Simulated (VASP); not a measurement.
# RuS (F-43m) in VASP: notebook

Runs on RuS. Level: PBEsol+U. Tasks: single point.

All numbers are computed with VASP 6.6.1; they aren't measurements. Logs are shortened: lines on timing, memory, paths and dates and some standing lists are left out, and cuts for length are marked.

**1. The cell of the first run**

Symmetry: F-43m, No. 216, cubic system. Conventional cell: a = 5.529 Å, b = 5.529 Å, c = 5.529 Å, α = 90.00°, β = 90.00°, γ = 90.00°. Ru (site symmetry -43m) has 4 S at 2.39 Å within 3.2 Å. Within 3.2 Å of S (site symmetry -43m) lie 4 Ru at 2.39 Å.

**2. Single point, PBEsol+U, collinear spin, ferromagnetic start**

INCAR reads:

```
  PREC = Accurate
  ENCUT = 520
  EDIFF = 1E-6
  ISMEAR = 0
  SIGMA = 0.05
  LREAL = F
  LASPH = T
  NELM = 150
  ALGO = Normal
  ISIF = 2
  LWAVE = F
  LCHARG = F
  ISPIN = 2
  MAGMOM = 0.65 -0.03
  LORBIT = 11
  LMAXMIX = 4
  LDAU = T
  LDAUTYPE = 2
  LDAUL = 2 -1
  LDAUU = 2 0
  LDAUJ = 0 0
  LDAUPRINT = 1
  GGA = PS
  NBANDS = 21
```

KPOINTS reads:

```
Automatic mesh
0
Gamma
  6 6 6
```

POSCAR reads:

```
RuS
1.0
    0.0000000000      2.7642955000      2.7642955000
    2.7642955000      0.0000000000      2.7642955000
    2.7642955000      2.7642955000      0.0000000000
Ru S
1 1
Direct
    0.0000000000      0.0000000000      0.0000000000
    0.2500000000      0.2500000000      0.2500000000
```

Potentials or basis: VASP PAW PBE potentials, release 64 (Ru_pv, S).

Launch:

```bash
> cat potpaw_PBE.64/Ru_pv/POTCAR potpaw_PBE.64/S/POTCAR > POTCAR
> mpirun -np 1 vasp_std > vasp.out
```

OUTCAR:

```text
PREC = Accurate
   ENCUT = 520
   EDIFF = 1E-6
   ISMEAR = 0
   LREAL = F
   LASPH = T
   NELM = 150
   ISIF = 2
   ISPIN = 2
   LORBIT = 11
   GGA = PS

 ion  position               nearest neighbor table
   1  0.000  0.000  0.000-   2 2.39   2 2.39   2 2.39   2 2.39
   2  0.250  0.250  0.250-   1 2.39   1 2.39   1 2.39   1 2.39

  LATTYP: Found a face centered cubic cell.
 ALAT       =     5.5285910000

  Lattice vectors:

 A1 = (   0.0000000000,   2.7642955000,   2.7642955000)
 A2 = (   2.7642955000,   0.0000000000,   2.7642955000)
 A3 = (   2.7642955000,   2.7642955000,   0.0000000000)

Analysis of symmetry for initial positions (statically):
=====================================================================
 Subroutine PRICEL returns:
 Original cell was already a primitive cell.

 Routine SETGRP: Setting up the symmetry group for a
 face centered cubic supercell.

 Subroutine GETGRP returns: Found 24 space group operations
 (whereof 24 operations were pure point group operations)
 out of a pool of 48 trial point group operations.

The static configuration has the point symmetry T_d .

Analysis of symmetry for dynamics (positions and initial velocities):
=====================================================================
 Subroutine PRICEL returns:
 Original cell was already a primitive cell.

 Routine SETGRP: Setting up the symmetry group for a
 face centered cubic supercell.

 Subroutine GETGRP returns: Found 24 space group operations
 (whereof 24 operations were pure point group operations)
 out of a pool of 48 trial point group operations.

The dynamic configuration has the point symmetry T_d .

Analysis of structural, dynamic, and magnetic symmetry:
=====================================================================
 Subroutine PRICEL returns:
 Original cell was already a primitive cell.

 Routine SETGRP: Setting up the symmetry group for a
 face centered cubic supercell.

 Subroutine GETGRP returns: Found 24 space group operations
 (whereof 24 operations were pure point group operations)
 out of a pool of 48 trial point group operations.

The overall configuration has the point symmetry T_d .

 Subroutine INISYM returns: Found 24 space group operations
 (whereof 24 operations are pure point group operations),
 and found     1 'primitive' translations

----------------------------------------------------------------------------------------

                                     Primitive cell

  volume of cell :      42.2458

  direct lattice vectors                    reciprocal lattice vectors
     0.000000000  2.764295500  2.764295500    -0.180877913  0.180877913  0.180877913
     2.764295500  0.000000000  2.764295500     0.180877913 -0.180877913  0.180877913
     2.764295500  2.764295500  0.000000000     0.180877913  0.180877913 -0.180877913

  length of vectors
     3.909304187  3.909304187  3.909304187     0.313289735  0.313289735  0.313289735

  position of ions in fractional coordinates (direct lattice)
     0.000000000  0.000000000  0.000000000
     0.250000000  0.250000000  0.250000000

  ion indices of the primitive-cell ions
   primitive index   ion index
                 1           1
                 2           2

----------------------------------------------------------------------------------------

 KPOINTS: Automatic mesh

Automatic generation of k-mesh.
 Grid dimensions read from file:
 generate k-points for:    6    6    6

 Generating k-lattice:

  Cartesian coordinates                     Fractional coordinates (reciprocal lattice)
    -0.030146319  0.030146319  0.030146319     0.166666667  0.000000000  0.000000000
     0.030146319 -0.030146319  0.030146319     0.000000000  0.166666667  0.000000000
     0.030146319  0.030146319 -0.030146319     0.000000000  0.000000000  0.166666667

  Length of vectors
     0.052214956  0.052214956  0.052214956

  Shift w.r.t. Gamma in fractional coordinates (k-lattice)
     0.000000000  0.000000000  0.000000000

 Subroutine IBZKPT returns following result:
 ===========================================

 Found     16 irreducible k-points:

 Following reciprocal coordinates:
            Coordinates               Weight
  0.000000  0.000000  0.000000      1.000000
  0.166667  0.000000  0.000000      8.000000
  0.333333  0.000000  0.000000      8.000000
  0.500000  0.000000  0.000000      4.000000
  0.166667  0.166667  0.000000      6.000000
  0.333333  0.166667  0.000000     24.000000
[... 8 lines left out ...]
 -0.333333  0.333333  0.166667     24.000000
 -0.333333  0.500000  0.166667     12.000000
   k-points           NKPTS =     16   k-points in BZ     NKDIM =     16   number of bands    NBANDS=     21
   number of dos      NEDOS =    301   number of ions     NIONS =      2
   total plane-waves  NPLWV =  27000
   dimension x,y,z NGX =    30 NGY =   30 NGZ =   30
   dimension x,y,z NGXF=    60 NGYF=   60 NGZF=   60
   ions per type =               1   1
   NGX,Y,Z   is equivalent  to a cutoff of  12.76, 12.76, 12.76 a.u.
   NGXF,Y,Z  is equivalent  to a cutoff of  25.52, 25.52, 25.52 a.u.
 SYSTEM =  unknown system
   PREC   = accura    normal or accurate (medium, high low for compatibility)
   ISTART =      0    job   : 0-new  1-cont  2-samecut
   ICHARG =      2    charge: 1-file 2-atom 10-const
   ISPIN  =      2    spin polarized calculation?
   LNONCOLLINEAR =      F non collinear calculations
   LSORBIT =      F    spin-orbit coupling
   LASPH  =      T    aspherical Exc in radial PAW
   ENCUT  =  520.0 eV  38.22 Ry    6.18 a.u.   7.27  7.27  7.27*2*pi/ulx,y,z
   NELM   =    150;   NELMIN=  2; NELMDL= -5     # of ELM steps
   EDIFF  = 0.1E-05   stopping-criterion for ELM
   LREAL  =      F    real-space projection
   EDIFFG = 0.1E-04   stopping-criterion for IOM
   NSW    =      0    number of steps for IOM
   IBRION =     -1    ionic relax: 0-MD 1-quasi-New 2-CG
   NFREE  =      0    steps in history (QN), initial steepest desc. (CG)
   ISIF   =      2    stress and relaxation
   ISYM   =      2    0-nonsym 1-usesym 2-fastsym
   POTIM  = 0.5000    time-step for ionic-motion
   TEBEG  =    0.0;   TEEND  =   0.0 temperature during run
   PSTRESS=    0.0 pullay stress
   NELECT =      20.0000    total number of electrons
   NUPDOWN=      -1.0000    fix difference up-down
   EMIN   =  10.00;   EMAX   =-10.00  energy-range for DOS
   EFERMI =   0.00;   METHOD = LEGACY
   ISMEAR =     0;   SIGMA  =   0.05  broadening in eV -4-tet -1-fermi 0-gaus
   EFERMI_NEDOS =   21; number of points for ismear=-14 and -15
   IALGO  =     38    algorithm
   IMIX   =      4    mixing-type and parameters
     AMIX     =   0.40;   BMIX     =  1.00
     AMIX_MAG =   1.60;   BMIX_MAG =  1.00
  volume/ion in A,a.u.               =      21.12       142.54
  Fermi-wavevector in a.u.,A,eV,Ry     =   1.275921  2.411141 22.149927  1.627974
  Thomas-Fermi vector in A             =   2.408606
   LORBIT       =     11    0 simple, 1 ext, 2 COOP (PROOUT), +10 PAW based schemes
 LDA+U is selected, type is set to LDAUTYPE =  2
   angular momentum for each species LDAUL =     2   -1
   U (eV)           for each species LDAUU =   2.0  0.0
   J (eV)           for each species LDAUJ =   0.0  0.0
   GGA     = PS    functional components
   LHFCALC =     F    Hartree Fock is set to
   AEXX    =    0.0000 exact exchange contribution
   IVDW    =     0    specifies the selected vdW correction
   LEPSILON=     F    determine dielectric tensor
   LRPA    =     F    only Hartree local field effects (RPA)
 spin polarized calculation
 Gauss-broadening in eV      SIGMA  =   0.05
  energy-cutoff  :      520.00
  volume of cell :       42.25
 maximum number of plane-waves:      1158
 NGX is ok and might be reduce to    30
   NGX = 15   NGY = 15   NGZ = 15

atom =   1  type =  1  l = 2

 onsite density matrix

spin component  1

  0.6187  0.0000 -0.0000 -0.0000 -0.0000
  0.0000  0.6187  0.0000 -0.0000 -0.0000
 -0.0000  0.0000  0.7447  0.0000 -0.0000
 -0.0000 -0.0000  0.0000  0.6187  0.0000
 -0.0000 -0.0000 -0.0000  0.0000  0.7447

spin component  2

  0.4164 -0.0000 -0.0000  0.0000  0.0000
 -0.0000  0.4164  0.0000 -0.0000 -0.0000
 -0.0000  0.0000  0.7573  0.0000 -0.0000
  0.0000 -0.0000  0.0000  0.4164  0.0000
  0.0000 -0.0000 -0.0000  0.0000  0.7573

 occupancies and eigenvectors

  o =  0.4164  v =  0.0000  0.0000  0.0000  0.0000  0.0000  1.0000  0.0000  0.0000  0.0000  0.0000      0.0000  0.0000  0.0000  0.0000  0.0000  0.0000  0.0000  0.0000  0.0000  0.0000
  o =  0.4164  v =  0.0000  0.0000  0.0000  0.0000  0.0000  0.0000 -0.9804  0.0000 -0.1970  0.0000      0.0000  0.0000  0.0000  0.0000  0.0000  0.0000  0.0000  0.0000  0.0000  0.0000
  o =  0.4164  v =  0.0000  0.0000  0.0000  0.0000  0.0000  0.0000  0.1970  0.0000 -0.9804 -0.0000      0.0000  0.0000  0.0000  0.0000  0.0000  0.0000  0.0000  0.0000  0.0000  0.0000
  o =  0.6187  v =  1.0000  0.0000  0.0000  0.0000  0.0000  0.0000  0.0000  0.0000  0.0000  0.0000      0.0000  0.0000  0.0000  0.0000  0.0000  0.0000  0.0000  0.0000  0.0000  0.0000
  o =  0.6187  v =  0.0000 -0.8780 -0.0000  0.4787  0.0000  0.0000  0.0000  0.0000  0.0000  0.0000      0.0000  0.0000  0.0000  0.0000  0.0000  0.0000  0.0000  0.0000  0.0000  0.0000
  o =  0.6187  v =  0.0000  0.4787 -0.0000  0.8780 -0.0000  0.0000  0.0000  0.0000  0.0000  0.0000      0.0000  0.0000  0.0000  0.0000  0.0000  0.0000  0.0000  0.0000  0.0000  0.0000
  o =  0.7447  v =  0.0000  0.0000 -0.8386 -0.0000 -0.5447  0.0000  0.0000  0.0000  0.0000  0.0000      0.0000  0.0000  0.0000  0.0000  0.0000  0.0000  0.0000  0.0000  0.0000  0.0000
  o =  0.7447  v =  0.0000  0.0000 -0.5447  0.0000  0.8386  0.0000  0.0000  0.0000  0.0000  0.0000      0.0000  0.0000  0.0000  0.0000  0.0000  0.0000  0.0000  0.0000  0.0000  0.0000
  o =  0.7573  v =  0.0000  0.0000  0.0000  0.0000  0.0000  0.0000  0.0000  0.9562  0.0000  0.2928      0.0000  0.0000  0.0000  0.0000  0.0000  0.0000  0.0000  0.0000  0.0000  0.0000
  o =  0.7573  v =  0.0000  0.0000  0.0000  0.0000  0.0000  0.0000  0.0000 -0.2928 -0.0000  0.9562      0.0000  0.0000  0.0000  0.0000  0.0000  0.0000  0.0000  0.0000  0.0000  0.0000

 number of electron      19.9999994 magnetization       0.6023802

 Free energy of the ion-electron system (eV)
  ---------------------------------------------------
  ext. energy  EPLUGINS =         0.00000000
  ---------------------------------------------------
  free energy    TOTEN  =       -11.94786567 eV

  energy without entropy =      -11.94583900  energy(sigma->0) =      -11.94685233

 E-fermi :   5.6475     XC(G=0): -10.3985

 val. band max:        5.6239032570   @ k =   0.3333   0.1667   0.0000
 cond. band min:       5.6939106230   @ k =   0.5000   0.3333   0.0000
 fundamental gap:      0.0700073660
 Fermi energy:         5.6475334492

 spin component 1

 k-point     1 :       0.0000    0.0000    0.0000
  band No.  band energies     occupation
      1     -36.9369      1.00000
      2     -36.9369      1.00000
      3     -36.9369      1.00000
      4      -8.5893      1.00000
      5       0.4063      1.00000
      6       0.4063      1.00000
[... 13 lines left out ...]
     20      19.0287      0.00000
     21      19.8070      0.00000
[... 337 lines left out ...]
 k-point    16 :      -0.3333    0.5000    0.1667
  band No.  band energies     occupation
      1     -36.9545      1.00000
      2     -36.9470      1.00000
      3     -36.9445      1.00000
      4      -7.7858      1.00000
      5       0.0217      1.00000
      6       1.0256      1.00000
[... 13 lines left out ...]
     20      19.2379      0.00000
     21      19.6227      0.00000
 Fermi energy:         5.6475334492

 spin component 2

 k-point     1 :       0.0000    0.0000    0.0000
  band No.  band energies     occupation
      1     -36.4883      1.00000
      2     -36.4883      1.00000
      3     -36.4883      1.00000
      4      -8.5920      1.00000
      5       0.7707      1.00000
      6       0.7707      1.00000
[... 13 lines left out ...]
     20      19.1182      0.00000
     21      19.9695      0.00000
[... 337 lines left out ...]
 k-point    16 :      -0.3333    0.5000    0.1667
  band No.  band energies     occupation
      1     -36.5065      1.00000
      2     -36.4987      1.00000
      3     -36.4961      1.00000
      4      -7.7683      1.00000
      5       0.0893      1.00000
      6       1.1227      1.00000
[... 13 lines left out ...]
     20      19.3101      0.00000
     21      19.7129      0.00000

------------------------ aborting loop because EDIFF is reached ----------------------------------------

  FORCE on cell =-STRESS in cart. coord.  units (eV):
  Direction    XX          YY          ZZ          XY          YZ          ZX
  --------------------------------------------------------------------------------------
  -------------------------------------------------------------------------------------
  Total       -5.3527924     -5.3527924     -5.3527924     -0.0000000     -0.0000000      0.0000000
  in kB     -203.0053997   -203.0053997   -203.0053997     -0.0000000     -0.0000000      0.0000000
  external PRESSURE =    -203.0053997 kB  Pullay stress =       0.0000000 kB

 VOLUME and BASIS-vectors are now :
 -----------------------------------------------------------------------------
  energy-cutoff  :      520.00
  volume of cell :       42.25
      direct lattice vectors                 reciprocal lattice vectors
     0.000000000  2.764295500  2.764295500    -0.180877913  0.180877913  0.180877913
     2.764295500  0.000000000  2.764295500     0.180877913 -0.180877913  0.180877913
     2.764295500  2.764295500  0.000000000     0.180877913  0.180877913 -0.180877913

 POSITION                                       TOTAL-FORCE (eV/Angst)
 -----------------------------------------------------------------------------------
      0.00000      0.00000      0.00000        -0.000000     -0.000000     -0.000000
      1.38215      1.38215      1.38215         0.000000      0.000000      0.000000
 -----------------------------------------------------------------------------------
    total drift:                                0.000000      0.000000      0.000000

  FREE ENERGIE OF THE ION-ELECTRON SYSTEM (eV)
  ---------------------------------------------------
  free  energy   TOTEN  =       -11.9478656681 eV

  energy  without entropy=      -11.9458389979  energy(sigma->0) =      -11.94685233

 total charge

# of ion       s       p       d       tot
------------------------------------------
    1        0.276   6.153   6.060  12.489
    2        1.317   2.243   0.000   3.560
--------------------------------------------------
tot          1.593   8.396   6.060  16.049

 magnetization (x)

# of ion       s       p       d       tot
------------------------------------------
    1        0.003   0.008   0.579   0.590
    2        0.008  -0.032   0.000  -0.024
--------------------------------------------------
tot          0.011  -0.023   0.579   0.566
```

Wall time 38 s (1 thread of AMD EPYC 7R13, shared host); peak memory 0.16 GiB.

Results:

```
Free energy                                           : -11.9479 eV
Pressure                                              : -20.3 GPa
Net moment                                            : 0.60 μB per cell
Site moments                                          : Ru +0.59; S -0.02 μB
Valence electrons inside the program's atomic spheres : Ru 12.49; S 3.56
```

Levels at points of the mesh, in eV from the Fermi level:
Spin up:
```csv
k point,band 7,band 8,band 9,band 10,band 11,band 12,band 13,band 14
"(0.00, 0.00, 0.00)",-5.24,-1.91,-1.91,1.61,2.49,2.49,2.49,7.47
"(0.50, 0.00, 0.00)",-4.88,-1.67,-1.67,-1.41,1.00,1.00,4.05,7.79
"(0.50, 0.50, 0.00)",-4.17,-2.17,-1.34,-1.12,-0.61,-0.61,5.04,6.59
```
Spin down:
| k point | band 8 | band 9 | band 10 | band 11 | band 12 | band 13 |
| --- | --- | --- | --- | --- | --- | --- |
| (0.00, 0.00, 0.00) | -1.71 | -1.71 | 1.70 | 3.04 | 3.04 | 3.04 |
| (0.50, 0.00, 0.00) | -1.36 | -1.36 | -0.61 | 1.49 | 1.49 | 4.17 |
| (0.50, 0.50, 0.00) | -1.53 | -1.13 | -0.95 | 0.10 | 0.10 | 5.38 |

Eigenvalues of the final occupation matrices:
| site | spin | trace | eigenvalues |
| --- | --- | --- | --- |
| site 1 d | 1 | 3.35 | 0.62 0.62 0.62 0.74 0.74 |
| site 1 d | 2 | 2.76 | 0.42 0.42 0.42 0.76 0.76 |

Caveat: the cell stands under tension; an empty level that is flat over the whole mesh can mark a ghost state of the potentials, or a narrow d or f band; the PAW data sets were made with another functional, which shifts forces and pressure a little.

[end of part 1 of 2]
